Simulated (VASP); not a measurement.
# GaAs (gw) (I-4m2) in VASP: single point with PBEsol

Aim: the single point of GaAs (gw) with PBEsol.

Program: VASP 6.6.1. These are calculated values, not measurements. Logs are shortened: lines on timing, memory, paths and dates and some standing lists are left out, and cuts for length are marked.

### 1 The cell of the first run

Symmetry: I-4m2, No. 119, tetragonal system. The conventional cell has a = 3.845 Å, b = 3.845 Å, c = 5.853 Å, α = 90.00°, β = 90.00°, γ = 90.00°. Within 3.2 Å of Ga (site symmetry -4m2) lie 4 As at 2.42 Å. Within 3.2 Å of As (site symmetry -4m2) lie 4 Ga at 2.42 Å.

### 2 Single point, PBEsol

Input file INCAR:

```
SYSTEM = GaAs
ALGO = Normal ; EDIFF = 1E-6
ENCUT = 500 ; GGA = PS
GGA_COMPAT = .False. ; ISIF = 2
ISMEAR = 0 ; LASPH = .True.
LCHARG = .False. ; LREAL = .False.
LWAVE = .False. ; NBANDS = 16
NELM = 120 ; PREC = Accurate
SIGMA = 0.01
```

Input file KPOINTS:

```
k-points
0
Gamma
  4 4 4
  0 0 0
```

Input file POSCAR:

```
GaAs
1.0
    0.0000000000      2.7191670955      2.9265175764
    2.7191670955      0.0000000000      2.9265175764
    2.7191670955      2.7191670955      0.0000000000
Ga As
1 1
Direct
    0.0000000000      0.0000000000      0.0000000000
    0.2500000000      0.2500000000      0.2500000000
```

Potentials or basis: VASP PAW PBE potentials, release 64 (Ga_d, As).

Launch:

```sh
$ cat potpaw_PBE.64/Ga_d/POTCAR potpaw_PBE.64/As/POTCAR > POTCAR
$ mpirun -np 1 vasp_std > vasp.out
```

OUTCAR:

```text
SYSTEM = GaAs
   EDIFF = 1E-6
   ENCUT = 500
   GGA = PS
   ISIF = 2
   ISMEAR = 0
   LASPH = .True.
   LREAL = .False.
   NELM = 120
   PREC = Accurate

 ion  position               nearest neighbor table
   1  0.000  0.000  0.000-   2 2.42   2 2.42   2 2.42   2 2.42
   2  0.250  0.250  0.250-   1 2.42   1 2.42   1 2.42   1 2.42

  LATTYP: Found a body centered tetragonal cell.
 ALAT       =     3.8454829848
 C/A-ratio  =     1.5220546225

  Lattice vectors:

 A1 = (  -2.7191670955,   0.0000000000,   2.9265175764)
 A2 = (   2.7191670955,   0.0000000000,   2.9265175764)
 A3 = (   0.0000000000,   2.7191670955,  -2.9265175764)

Analysis of symmetry for initial positions (statically):
=====================================================================
 Subroutine PRICEL returns:
 Original cell was already a primitive cell.

 Routine SETGRP: Setting up the symmetry group for a
 body centered tetragonal supercell.

 Subroutine GETGRP returns: Found  8 space group operations
 (whereof  8 operations were pure point group operations)
 out of a pool of 16 trial point group operations.

The static configuration has the point symmetry D_2d.

Analysis of symmetry for dynamics (positions and initial velocities):
=====================================================================
 Subroutine PRICEL returns:
 Original cell was already a primitive cell.

 Routine SETGRP: Setting up the symmetry group for a
 body centered tetragonal supercell.

 Subroutine GETGRP returns: Found  8 space group operations
 (whereof  8 operations were pure point group operations)
 out of a pool of 16 trial point group operations.

The dynamic configuration has the point symmetry D_2d.

 Subroutine INISYM returns: Found  8 space group operations
 (whereof  8 operations are pure point group operations),
 and found     1 'primitive' translations

----------------------------------------------------------------------------------------

                                     Primitive cell

  volume of cell :      43.2766

  direct lattice vectors                    reciprocal lattice vectors
     0.000000000  2.719167096  2.926517576    -0.183879836  0.183879836  0.170851528
     2.719167096  0.000000000  2.926517576     0.183879836 -0.183879836  0.170851528
     2.719167096  2.719167096  0.000000000     0.183879836  0.183879836 -0.170851528

  length of vectors
     3.994793464  3.994793464  3.845482985     0.311149213  0.311149213  0.311149213

  position of ions in fractional coordinates (direct lattice)
     0.000000000  0.000000000  0.000000000
     0.250000000  0.250000000  0.250000000

  ion indices of the primitive-cell ions
   primitive index   ion index
                 1           1
                 2           2

----------------------------------------------------------------------------------------

 KPOINTS: k-points

Automatic generation of k-mesh.
 Grid dimensions read from file:
 generate k-points for:    4    4    4

 Generating k-lattice:

  Cartesian coordinates                     Fractional coordinates (reciprocal lattice)
    -0.045969959  0.045969959  0.042712882     0.250000000  0.000000000  0.000000000
     0.045969959 -0.045969959  0.042712882     0.000000000  0.250000000  0.000000000
     0.045969959  0.045969959 -0.042712882     0.000000000  0.000000000  0.250000000

  Length of vectors
     0.077787303  0.077787303  0.077787303

  Shift w.r.t. Gamma in fractional coordinates (k-lattice)
     0.000000000  0.000000000  0.000000000

 Subroutine IBZKPT returns following result:
 ===========================================

 Found     13 irreducible k-points:

 Following reciprocal coordinates:
            Coordinates               Weight
  0.000000  0.000000  0.000000      1.000000
  0.250000  0.000000  0.000000      8.000000
  0.500000  0.000000  0.000000      4.000000
  0.250000  0.250000  0.000000      2.000000
  0.500000  0.250000  0.000000      8.000000
 -0.250000  0.250000  0.000000      4.000000
  0.500000  0.500000  0.000000      1.000000
  0.250000  0.000000  0.250000      4.000000
  0.500000  0.000000  0.250000     16.000000
 -0.250000 -0.000000  0.250000      8.000000
 -0.250000  0.500000  0.250000      4.000000
  0.500000  0.000000  0.500000      2.000000
 -0.250000  0.250000  0.500000      2.000000
   k-points           NKPTS =     13   k-points in BZ     NKDIM =     13   number of bands    NBANDS=     16
   number of dos      NEDOS =    301   number of ions     NIONS =      2
   total plane-waves  NPLWV =  25200
   dimension x,y,z NGX =    30 NGY =   30 NGZ =   28
   dimension x,y,z NGXF=    60 NGYF=   60 NGZF=   56
   ions per type =               1   1
   NGX,Y,Z   is equivalent  to a cutoff of  12.48, 12.48, 12.10 a.u.
   NGXF,Y,Z  is equivalent  to a cutoff of  24.97, 24.97, 24.21 a.u.
 SYSTEM =  GaAs
   PREC   = accura    normal or accurate (medium, high low for compatibility)
   ISTART =      0    job   : 0-new  1-cont  2-samecut
   ICHARG =      2    charge: 1-file 2-atom 10-const
   ISPIN  =      1    spin polarized calculation?
   LNONCOLLINEAR =      F non collinear calculations
   LSORBIT =      F    spin-orbit coupling
   LASPH  =      T    aspherical Exc in radial PAW
   ENCUT  =  500.0 eV  36.75 Ry    6.06 a.u.   7.28  7.28  7.01*2*pi/ulx,y,z
   NELM   =    120;   NELMIN=  2; NELMDL= -5     # of ELM steps
   EDIFF  = 0.1E-05   stopping-criterion for ELM
   LREAL  =      F    real-space projection
   EDIFFG = 0.1E-04   stopping-criterion for IOM
   NSW    =      0    number of steps for IOM
   IBRION =     -1    ionic relax: 0-MD 1-quasi-New 2-CG
   NFREE  =      0    steps in history (QN), initial steepest desc. (CG)
   ISIF   =      2    stress and relaxation
   ISYM   =      2    0-nonsym 1-usesym 2-fastsym
   POTIM  = 0.5000    time-step for ionic-motion
   TEBEG  =    0.0;   TEEND  =   0.0 temperature during run
   PSTRESS=    0.0 pullay stress
   NELECT =      18.0000    total number of electrons
   NUPDOWN=      -1.0000    fix difference up-down
   EMIN   =  10.00;   EMAX   =-10.00  energy-range for DOS
   EFERMI =   0.00;   METHOD = LEGACY
   ISMEAR =     0;   SIGMA  =   0.01  broadening in eV -4-tet -1-fermi 0-gaus
   EFERMI_NEDOS =   21; number of points for ismear=-14 and -15
   IALGO  =     38    algorithm
   IMIX   =      4    mixing-type and parameters
     AMIX     =   0.40;   BMIX     =  1.00
     AMIX_MAG =   1.60;   BMIX_MAG =  1.00
  volume/ion in A,a.u.               =      21.64       146.02
  Fermi-wavevector in a.u.,A,eV,Ry     =   1.222029  2.309299 20.318312  1.493354
  Thomas-Fermi vector in A             =   2.357190
   LORBIT       =      0    0 simple, 1 ext, 2 COOP (PROOUT), +10 PAW based schemes
   GGA     = PS    functional components
   LHFCALC =     F    Hartree Fock is set to
   AEXX    =    0.0000 exact exchange contribution
   IVDW    =     0    specifies the selected vdW correction
   LEPSILON=     F    determine dielectric tensor
   LRPA    =     F    only Hartree local field effects (RPA)
 non-spin polarized calculation
 Gauss-broadening in eV      SIGMA  =   0.01
  energy-cutoff  :      500.00
  volume of cell :       43.28
 maximum number of plane-waves:      1106
 NGX is ok and might be reduce to    30
   NGX = 15   NGY = 15   NGZ = 13

 number of electron      18.0000005 magnetization

 Free energy of the ion-electron system (eV)
  ---------------------------------------------------
  ext. energy  EPLUGINS =         0.00000000
  ---------------------------------------------------
  free energy    TOTEN  =        -8.84479864 eV

  energy without entropy =       -8.84479864  energy(sigma->0) =       -8.84479864

 E-fermi :   4.5400     XC(G=0):  -9.9495

 val. band max:        4.4331887956   @ k =   0.0000   0.0000   0.0000
 cond. band min:       4.9921056007   @ k =   0.0000   0.0000   0.0000
 fundamental gap:      0.5589168051
 Fermi energy:         4.5400273411

 k-point     1 :       0.0000    0.0000    0.0000
  band No.  band energies     occupation
      1     -10.6632      2.00000
      2     -10.6432      2.00000
      3     -10.6432      2.00000
      4     -10.5662      2.00000
      5     -10.5593      2.00000
      6      -8.7952      2.00000
[... 8 lines left out ...]
     15      13.5925      0.00000
     16      14.6450      0.00000

 k-point     2 :       0.2500    0.0000    0.0000
  band No.  band energies     occupation
      1     -10.7017      2.00000
      2     -10.6431      2.00000
      3     -10.6308      2.00000
      4     -10.5679      2.00000
      5     -10.5556      2.00000
      6      -8.0514      2.00000
[... 8 lines left out ...]
     15      13.4918      0.00000
     16      13.5745      0.00000

 k-point     3 :       0.5000    0.0000    0.0000
  band No.  band energies     occupation
      1     -10.7433      2.00000
      2     -10.6343      2.00000
      3     -10.6220      2.00000
      4     -10.5660      2.00000
      5     -10.5483      2.00000
      6      -6.8711      2.00000
[... 8 lines left out ...]
     15      15.9625      0.00000
     16      16.3602      0.00000

 k-point     4 :       0.2500    0.2500    0.0000
  band No.  band energies     occupation
      1     -10.7290      2.00000
      2     -10.6173      2.00000
      3     -10.6173      2.00000
      4     -10.5673      2.00000
      5     -10.5609      2.00000
      6      -7.8831      2.00000
[... 8 lines left out ...]
     15      15.3581      0.00000
     16      16.1398      0.00000
[... 115 lines left out ...]
 k-point    11 :      -0.2500    0.5000    0.2500
  band No.  band energies     occupation
      1     -10.7615      2.00000
      2     -10.6139      2.00000
      3     -10.5999      2.00000
      4     -10.5749      2.00000
      5     -10.5563      2.00000
      6      -6.0404      2.00000
[... 8 lines left out ...]
     15      16.1490      0.00000
     16      17.3609      0.00000

 k-point    12 :       0.5000    0.0000    0.5000
  band No.  band energies     occupation
      1     -10.7770      2.00000
      2     -10.6000      2.00000
      3     -10.5977      2.00000
      4     -10.5922      2.00000
      5     -10.5418      2.00000
      6      -5.9639      2.00000
[... 8 lines left out ...]
     15      16.6372      0.00000
     16      17.8273      0.00000

 k-point    13 :      -0.2500    0.2500    0.5000
  band No.  band energies     occupation
      1     -10.7627      2.00000
      2     -10.6169      2.00000
      3     -10.6014      2.00000
      4     -10.5823      2.00000
      5     -10.5491      2.00000
      6      -5.9118      2.00000
[... 8 lines left out ...]
     15      17.6359      0.00000
     16      18.5145      0.00000

------------------------ aborting loop because EDIFF is reached ----------------------------------------

  FORCE on cell =-STRESS in cart. coord.  units (eV):
  Direction    XX          YY          ZZ          XY          YZ          ZX
  --------------------------------------------------------------------------------------
  -------------------------------------------------------------------------------------
  Total        1.5431384      1.5431384      0.1002438      0.0000000      0.0000000      0.0000000
  in kB       57.1297782     57.1297782      3.7112072      0.0000000      0.0000000      0.0000000
  external PRESSURE =      39.3235878 kB  Pullay stress =       0.0000000 kB

 VOLUME and BASIS-vectors are now :
 -----------------------------------------------------------------------------
  energy-cutoff  :      500.00
  volume of cell :       43.28
      direct lattice vectors                 reciprocal lattice vectors
     0.000000000  2.719167096  2.926517576    -0.183879836  0.183879836  0.170851528
     2.719167096  0.000000000  2.926517576     0.183879836 -0.183879836  0.170851528
     2.719167096  2.719167096  0.000000000     0.183879836  0.183879836 -0.170851528

 POSITION                                       TOTAL-FORCE (eV/Angst)
 -----------------------------------------------------------------------------------
      0.00000      0.00000      0.00000         0.000000      0.000000     -0.000000
      1.35958      1.35958      1.46326        -0.000000     -0.000000      0.000000
 -----------------------------------------------------------------------------------
    total drift:                                0.000002      0.000002      0.000010

  FREE ENERGIE OF THE ION-ELECTRON SYSTEM (eV)
  ---------------------------------------------------
  free  energy   TOTEN  =        -8.8447986365 eV

  energy  without entropy=       -8.8447986365  energy(sigma->0) =       -8.84479864
```

It used 29 s of CPU time on 1 thread of AMD EPYC 7R13 Processor (Zen 3) (shared host).

Results:

| Item | Value |
| --- | --- |
| Free energy | -8.8448 eV |
| Pressure | 3.9 GPa |
| Band gap on the k mesh | 0.56 eV, direct |

Levels at points of the mesh, in eV from the valence-band top:
| k point | band 5 | band 6 | band 7 | band 8 | band 9 | band 10 | band 11 | band 12 | band 13 | band 14 |
| --- | --- | --- | --- | --- | --- | --- | --- | --- | --- | --- |
| (0.00, 0.00, 0.00) | -14.99 | -13.23 | -0.50 | 0.00 | 0.00 | 0.56 | 3.47 | 3.47 | 3.67 | 7.34 |
| (0.50, 0.00, 0.00) | -14.98 | -11.30 | -7.10 | -1.71 | -1.05 | 0.76 | 4.26 | 4.68 | 7.48 | 10.29 |
| (0.50, 0.50, 0.00) | -14.99 | -10.71 | -7.55 | -2.67 | -2.67 | 1.42 | 1.84 | 10.25 | 10.25 | 10.69 |
| (0.50, 0.00, 0.50) | -14.98 | -10.40 | -7.08 | -3.20 | -3.16 | 0.92 | 1.13 | 9.76 | 10.17 | 11.07 |

Caveat: the k points lie up to 0.49 Å⁻¹ apart; the PAW data sets were made with another functional, which shifts forces and pressure a little. A k mesh can miss the band edges.
